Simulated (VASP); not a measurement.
# MgO: single point with PBEsol

The system is MgO.

```
CELL_PARAMETERS angstrom
3.19443 0.00000 0.00000
-1.59721 2.76646 0.00000
0.00000 0.00000 4.97663
ATOMIC_POSITIONS crystal
Mg 0.66667 0.33333 0.75000
Mg 0.33333 0.66667 0.25000
O 0.66667 0.33333 0.25000
O 0.33333 0.66667 0.75000
```

This cell differs from its parent crystal: ratio of the length along z to the lengths across it x 1.3, volume and fractional coordinates fixed.

```json
{"Program": "VASP 6.6.1", "Task": "single point", "Functional": "PBEsol", "Potentials or basis": "VASP PAW PBE potentials, release 64 (Mg, O)", "Cutoff": "520 eV", "k mesh": "9 × 9 × 6", "Occupations": "gaussian, width 0.05 eV", "Spin": "no spin polarisation", "Dipole correction": "no", "Further INCAR settings": "ALGO = Normal; EDIFF = 1e-06; NBANDS = 16"}
```

The pressure is 16.1 GPa. The band gap on the k mesh is 3.20 eV, direct.

Stress tensor (GPa, compression positive):
```
 29.22   0.00   0.00
  0.00  29.22   0.00
  0.00   0.00 -10.11
```

Levels at points of the mesh, in eV from the valence-band top:
```csv
k point,band 5,band 6,band 7,band 8,band 9,band 10,band 11,band 12
"(0.00, 0.00, 0.00)",-1.41,-1.06,-1.06,0.00,3.20,9.19,10.05,14.71
"(0.00, 0.00, 0.50)",-1.24,-1.24,-1.24,-1.24,6.10,6.10,12.94,12.94
```

Wall time 14 s on 1 thread of Intel(R) Xeon(R) Platinum 8488C (Sapphire Rapids) (shared host), peak memory 0.17 GiB.

Caveat: the PAW data sets were made with another functional, which shifts forces and pressure a little.
